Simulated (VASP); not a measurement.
# CoSi (rocksalt type) (Fm-3m) in VASP: density of states with PBEsol

Aim: the density of states of CoSi (rocksalt type) with PBEsol.

Everything below comes from runs of VASP 6.6.1. Logs are shortened: lines on timing, memory, paths and dates and some standing lists are left out, and cuts for length are marked.

**1. The cell of the first run**

It takes space group Fm-3m (No. 225, cubic). Conventional cell: a = 4.131 Å, b = 4.131 Å, c = 4.131 Å, α = 90.00°, β = 90.00°, γ = 90.00°. Within 2.7 Å of Co (site symmetry m-3m) lie 6 Si at 2.07 Å. Within 2.7 Å of Si (site symmetry m-3m) lie 6 Co at 2.07 Å.

**2. Density of states, PBEsol (volume scaled by 0.72)**

Input file POSCAR:

```
CoSi
1.0
    0.0000000000      2.0654968491      2.0654968491
    2.0654968491      0.0000000000      2.0654968491
    2.0654968491      2.0654968491      0.0000000000
Co Si
1 1
Direct
    0.0000000000      0.0000000000      0.0000000000
    0.5000000000      0.5000000000      0.5000000000
```

Input file INCAR.step1:

```
ALGO     = Normal         # electronic algorithm
EDIFF    = 1E-6           # SCF threshold, eV
ENCUT    = 520            # plane-wave cutoff, eV
GGA      = PS             # functional
ISIF     = 2              # what is computed and relaxed
ISMEAR   = -1             # smearing method
LASPH    = T              # aspherical terms in the spheres
LCHARG   = T              # write CHGCAR
LMAXMIX  = 4              # l up to which the mixer works
LREAL    = F              # projectors in reciprocal space
LWAVE    = F              # write WAVECAR
NBANDS   = 14             # bands
NELM     = 60             # most SCF steps
PREC     = Accurate       # precision mode
SIGMA    = 0.05           # smearing width, eV
```

Input file KPOINTS.step1:

```
k-points
0
Gamma
  14 14 14
```

Input file INCAR.step2:

```
ALGO     = Normal         # electronic algorithm
EDIFF    = 1E-6           # SCF threshold, eV
ENCUT    = 520            # plane-wave cutoff, eV
GGA      = PS             # functional
ICHARG   = 11             # starting density
ISIF     = 2              # what is computed and relaxed
ISMEAR   = -5             # smearing method
LASPH    = T              # aspherical terms in the spheres
LCHARG   = F              # write CHGCAR
LMAXMIX  = 4              # l up to which the mixer works
LORBIT   = 11             # projections on sites
LREAL    = F              # projectors in reciprocal space
LWAVE    = F              # write WAVECAR
NEDOS    = 2001           # points of the DOS
NELM     = 60             # most SCF steps
PREC     = Accurate       # precision mode
SIGMA    = 0.05           # smearing width, eV
```

Input file KPOINTS.step2:

```
k-points
0
Gamma
  21 21 21
```

Potentials or basis: VASP PAW PBE potentials, release 64 (Co, Si).

The run is started by

```sh
$ cat potpaw_PBE.64/Co/POTCAR potpaw_PBE.64/Si/POTCAR > POTCAR
$ cp INCAR.step1 INCAR
$ cp KPOINTS.step1 KPOINTS
$ mpirun -np 1 vasp_std > vasp.out
$ cp INCAR.step2 INCAR
$ cp KPOINTS.step2 KPOINTS
$ mpirun -np 1 vasp_std > vasp.out
```

OUTCAR:

```text
EDIFF = 1E-6
   ENCUT = 520
   GGA = PS
   ICHARG = 11
   ISIF = 2
   ISMEAR = -5
   LASPH = T
   LORBIT = 11
   LREAL = F
   NELM = 60
   PREC = Accurate

 ion  position               nearest neighbor table
   1  0.000  0.000  0.000-   2 2.07   2 2.07   2 2.07   2 2.07   2 2.07   2 2.07
   2  0.500  0.500  0.500-   1 2.07   1 2.07   1 2.07   1 2.07   1 2.07   1 2.07

  LATTYP: Found a face centered cubic cell.
 ALAT       =     4.1309936982

  Lattice vectors:

 A1 = (   0.0000000000,   2.0654968491,   2.0654968491)
 A2 = (   2.0654968491,   0.0000000000,   2.0654968491)
 A3 = (   2.0654968491,   2.0654968491,   0.0000000000)

Analysis of symmetry for initial positions (statically):
=====================================================================
 Subroutine PRICEL returns:
 Original cell was already a primitive cell.

 Routine SETGRP: Setting up the symmetry group for a
 face centered cubic supercell.

 Subroutine GETGRP returns: Found 48 space group operations
 (whereof 48 operations were pure point group operations)
 out of a pool of 48 trial point group operations.

The static configuration has the point symmetry O_h .

Analysis of symmetry for dynamics (positions and initial velocities):
=====================================================================
 Subroutine PRICEL returns:
 Original cell was already a primitive cell.

 Routine SETGRP: Setting up the symmetry group for a
 face centered cubic supercell.

 Subroutine GETGRP returns: Found 48 space group operations
 (whereof 48 operations were pure point group operations)
 out of a pool of 48 trial point group operations.

The dynamic configuration has the point symmetry O_h .

 Subroutine INISYM returns: Found 48 space group operations
 (whereof 48 operations are pure point group operations),
 and found     1 'primitive' translations

----------------------------------------------------------------------------------------

                                     Primitive cell

  volume of cell :      17.6240

  direct lattice vectors                    reciprocal lattice vectors
     0.000000000  2.065496849  2.065496849    -0.242072507  0.242072507  0.242072507
     2.065496849  0.000000000  2.065496849     0.242072507 -0.242072507  0.242072507
     2.065496849  2.065496849  0.000000000     0.242072507  0.242072507 -0.242072507

  length of vectors
     2.921053657  2.921053657  2.921053657     0.419281881  0.419281881  0.419281881

  position of ions in fractional coordinates (direct lattice)
     0.000000000  0.000000000  0.000000000
     0.500000000  0.500000000  0.500000000

  ion indices of the primitive-cell ions
   primitive index   ion index
                 1           1
                 2           2

----------------------------------------------------------------------------------------

 KPOINTS: k-points

Automatic generation of k-mesh.
 Grid dimensions read from file:
 generate k-points for:   21   21   21

 Generating k-lattice:

  Cartesian coordinates                     Fractional coordinates (reciprocal lattice)
    -0.011527262  0.011527262  0.011527262     0.047619048  0.000000000  0.000000000
     0.011527262 -0.011527262  0.011527262     0.000000000  0.047619048  0.000000000
     0.011527262  0.011527262 -0.011527262     0.000000000  0.000000000  0.047619048

  Length of vectors
     0.019965804  0.019965804  0.019965804

  Shift w.r.t. Gamma in fractional coordinates (k-lattice)
     0.000000000  0.000000000  0.000000000

 TETIRR: Found   1276 inequivalent tetrahedra from    55566

 Subroutine IBZKPT returns following result:
 ===========================================

 Found    286 irreducible k-points:

 Following reciprocal coordinates:
            Coordinates               Weight
  0.000000  0.000000  0.000000      1.000000
  0.047619  0.000000  0.000000      8.000000
  0.095238  0.000000  0.000000      8.000000
  0.142857  0.000000  0.000000      8.000000
  0.190476  0.000000  0.000000      8.000000
  0.238095  0.000000  0.000000      8.000000
[... 16 lines left out ...]
 -0.428571  0.047619  0.000000     24.000000
 -0.380952  0.047619  0.000000     24.000000
 [... further k-points ...]
   k-points           NKPTS =    286   k-points in BZ     NKDIM =    286   number of bands    NBANDS=     10
   number of dos      NEDOS =   2001   number of ions     NIONS =      2
   total plane-waves  NPLWV =  13824
   dimension x,y,z NGX =    24 NGY =   24 NGZ =   24
   dimension x,y,z NGXF=    48 NGYF=   48 NGZF=   48
   ions per type =               1   1
   NGX,Y,Z   is equivalent  to a cutoff of  13.66, 13.66, 13.66 a.u.
   NGXF,Y,Z  is equivalent  to a cutoff of  27.32, 27.32, 27.32 a.u.
 SYSTEM =  unknown system
   PREC   = accura    normal or accurate (medium, high low for compatibility)
   ISTART =      0    job   : 0-new  1-cont  2-samecut
   ICHARG =     11    charge: 1-file 2-atom 10-const
   ISPIN  =      1    spin polarized calculation?
   LNONCOLLINEAR =      F non collinear calculations
   LSORBIT =      F    spin-orbit coupling
   LASPH  =      T    aspherical Exc in radial PAW
   ENCUT  =  520.0 eV  38.22 Ry    6.18 a.u.   5.43  5.43  5.43*2*pi/ulx,y,z
   NELM   =     60;   NELMIN=  2; NELMDL=  0     # of ELM steps
   EDIFF  = 0.1E-05   stopping-criterion for ELM
   LREAL  =      F    real-space projection
   EDIFFG = 0.1E-04   stopping-criterion for IOM
   NSW    =      0    number of steps for IOM
   IBRION =     -1    ionic relax: 0-MD 1-quasi-New 2-CG
   NFREE  =      0    steps in history (QN), initial steepest desc. (CG)
   ISIF   =      2    stress and relaxation
   ISYM   =      2    0-nonsym 1-usesym 2-fastsym
   POTIM  = 0.5000    time-step for ionic-motion
   TEBEG  =    0.0;   TEEND  =   0.0 temperature during run
   PSTRESS=    0.0 pullay stress
   NELECT =      13.0000    total number of electrons
   NUPDOWN=      -1.0000    fix difference up-down
   EMIN   =  10.00;   EMAX   =-10.00  energy-range for DOS
   EFERMI =   0.00;   METHOD = LEGACY
   ISMEAR =    -5;   SIGMA  =   0.05  broadening in eV -4-tet -1-fermi 0-gaus
   EFERMI_NEDOS =   21; number of points for ismear=-14 and -15
   IALGO  =     38    algorithm
   IMIX   =      4    mixing-type and parameters
     AMIX     =   0.40;   BMIX     =  1.00
     AMIX_MAG =   1.60;   BMIX_MAG =  1.00
  volume/ion in A,a.u.               =       8.81        59.47
  Fermi-wavevector in a.u.,A,eV,Ry     =   1.479181  2.795247 29.769239  2.187977
  Thomas-Fermi vector in A             =   2.593371
   LORBIT       =     11    0 simple, 1 ext, 2 COOP (PROOUT), +10 PAW based schemes
   GGA     = PS    functional components
   LHFCALC =     F    Hartree Fock is set to
   AEXX    =    0.0000 exact exchange contribution
   IVDW    =     0    specifies the selected vdW correction
   LEPSILON=     F    determine dielectric tensor
   LRPA    =     F    only Hartree local field effects (RPA)
 non-spin polarized calculation
 Fermi weights with tetrahedron method with Bloechl corrections
  energy-cutoff  :      520.00
  volume of cell :       17.62
 maximum number of plane-waves:       495
 NGX is ok and might be reduce to    24

 number of electron      13.0000004 magnetization

 Free energy of the ion-electron system (eV)
  ---------------------------------------------------
  ext. energy  EPLUGINS =         0.00000000
  ---------------------------------------------------
  free energy    TOTEN  =       -11.50880173 eV

  energy without entropy =      -11.50880173  energy(sigma->0) =      -11.50880173

 E-fermi :  15.7885     XC(G=0): -14.0023

 val. band max:       15.8003608374   @ k =  -0.3333   0.3333   0.0000
 cond. band min:      15.6982069615   @ k =  -0.3810   0.4762   0.1429
 fundamental gap:     -0.1021538758
 Fermi energy:        15.7884966509

 k-point     1 :       0.0000    0.0000    0.0000
  band No.  band energies     occupation
      1       0.3160      2.00000
      2      12.1237      2.00000
      3      12.1237      2.00000
      4      12.1237      2.00000
      5      12.4378      2.00000
      6      12.4378      2.00000
      7      22.1836      0.00000
      8      22.1836      0.00000
      9      22.1836      0.00000
     10      27.9252      0.00000

 k-point     2 :       0.0476    0.0000    0.0000
  band No.  band energies     occupation
      1       0.3775      2.00000
      2      12.0704      2.00000
      3      12.1407      2.00000
      4      12.1407      2.00000
      5      12.4175      2.00000
      6      12.4175      2.00000
      7      21.9269      0.00000
      8      22.2269      0.00000
      9      22.2269      0.00000
     10      27.2422      0.00000

 k-point     3 :       0.0952    0.0000    0.0000
  band No.  band energies     occupation
      1       0.5615      2.00000
      2      11.9113      2.00000
      3      12.1460      2.00000
      4      12.1460      2.00000
      5      12.4064      2.00000
      6      12.4064      2.00000
      7      21.2320      0.00000
      8      22.3483      0.00000
      9      22.3483      0.00000
     10      26.6190      0.00000

 k-point     4 :       0.1429    0.0000    0.0000
  band No.  band energies     occupation
      1       0.8659      2.00000
      2      11.6470      2.00000
      3      12.0437      2.00000
      4      12.0437      2.00000
      5      12.5108      2.00000
      6      12.5108      2.00000
      7      20.2729      0.00000
      8      22.5245      0.00000
      9      22.5245      0.00000
     10      26.1457      0.00000
[... 222 lines left out ...]
 k-point    22 :      -0.4762    0.0476    0.0000
  band No.  band energies     occupation
      1       6.1562      2.00000
      2       6.5153      2.00000
      3      10.9758      2.00000
      4      11.0396      2.00000
      5      14.0491      2.00000
      6      14.0736      2.00000
      7      15.4115      2.00000
      8      22.6072      0.00000
      9      22.9560      0.00000
     10      23.8484      0.00000

 k-point    23 :      -0.4286    0.0476    0.0000
  band No.  band energies     occupation
      1       5.2335      2.00000
      2       7.4495      2.00000
      3      11.0184      2.00000
      4      11.0610      2.00000
      5      13.9441      2.00000
      6      14.0385      2.00000
      7      15.5332      2.02192
      8      22.3267      0.00000
      9      23.4021      0.00000
     10      23.9994      0.00000

 k-point    24 :      -0.3810    0.0476    0.0000
  band No.  band energies     occupation
      1       4.3353      2.00000
      2       8.3686      2.00000
      3      11.1071      2.00000
      4      11.1313      2.00000
      5      13.7525      2.00000
      6      13.9022      2.00000
      7      15.8410      0.63557
      8      22.1550      0.00000
      9      23.8995      0.00000
     10      24.2491      0.00000

 [... further k-points ...]

------------------------ aborting loop because EDIFF is reached ----------------------------------------

  FORCE on cell =-STRESS in cart. coord.  units (eV):
  Direction    XX          YY          ZZ          XY          YZ          ZX
  --------------------------------------------------------------------------------------
  -------------------------------------------------------------------------------------
  Total       13.4763734     13.4763734     13.4763734      0.0000000     -0.0000000     -0.0000000
  in kB     1225.1238974   1225.1238974   1225.1238974      0.0000000     -0.0000000     -0.0000000
  external PRESSURE =    1225.1238974 kB  Pullay stress =       0.0000000 kB

 VOLUME and BASIS-vectors are now :
 -----------------------------------------------------------------------------
  energy-cutoff  :      520.00
  volume of cell :       17.62
      direct lattice vectors                 reciprocal lattice vectors
     0.000000000  2.065496849  2.065496849    -0.242072507  0.242072507  0.242072507
     2.065496849  0.000000000  2.065496849     0.242072507 -0.242072507  0.242072507
     2.065496849  2.065496849  0.000000000     0.242072507  0.242072507 -0.242072507

 POSITION                                       TOTAL-FORCE (eV/Angst)
 -----------------------------------------------------------------------------------
      0.00000      0.00000      0.00000        -0.000000      0.000000      0.000000
      2.06550      2.06550      2.06550         0.000000      0.000000     -0.000000
 -----------------------------------------------------------------------------------
    total drift:                                0.000000     -0.000000     -0.000000

  FREE ENERGIE OF THE ION-ELECTRON SYSTEM (eV)
  ---------------------------------------------------
  free  energy   TOTEN  =       -11.5088017259 eV

  energy  without entropy=      -11.5088017259  energy(sigma->0) =      -11.50880173

 total charge

# of ion       s       p       d       tot
------------------------------------------
    1        0.668   0.766   8.073   9.507
    2        0.827   1.100   0.000   1.927
--------------------------------------------------
tot          1.496   1.865   8.073  11.434
```

It took 26 s on 1 thread of Intel Xeon 6975P-C, shared host; peak memory 0.19 GiB.

Results:

```yaml
Valence_electrons_inside_the_program's_atomic_spheres: Co 9.51; Si 1.93
```

Levels at points of the mesh, in eV from the Fermi level:
| k point | band 4 | band 5 | band 6 | band 7 | band 8 | band 9 |
| --- | --- | --- | --- | --- | --- | --- |
| (0.00, 0.00, 0.00) | -3.66 | -3.35 | -3.35 | 6.40 | 6.40 | 6.40 |

Caveat: the PAW data sets were made with another functional, which shifts forces and pressure a little; tetrahedron occupations give inexact forces and stress in metals.
